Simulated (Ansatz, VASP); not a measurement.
**MnO: VASP beside Ansatz**

```
Mn O
1.0
     0.00000    2.19728    2.19728
     2.19728    0.00000    2.19728
     2.19728    2.19728    0.00000
Mn O
1 1
Cartesian
  0.0000 0.0000 0.0000
  2.1973 2.1973 2.1973
```

Change from the starting cell: volume scaled by 0.97.

Alike in both runs: task single point; functional PBE; k mesh 13 × 13 × 13; occupations fermi-dirac, width 0.05 eV; collinear spin.

|  | VASP | Ansatz |
| --- | --- | --- |
| version | VASP 6.6.1 | Ansatz 0.2.0 |
| potentials or method | VASP PAW PBE potentials, release 64 (Mn_pv, O), cutoff 520 eV | all-electron LAPW, scalar-relativistic |

Ansatz gave:

* pressure (GPa): 3.7
* net moment per atom (μB): 2.34
* size of the moment on the site where the two differ most (μB): 0.23

Task: Estimate VASP's values.

Result: Pressure (GPa): 3.9; net moment per atom (μB): 2.33; size of the moment on the site where the two differ most (μB): 0.20.

Site moments also hang on the region over which each program counts them. Ansatz ran all-electron here, and VASP with PAW potentials.
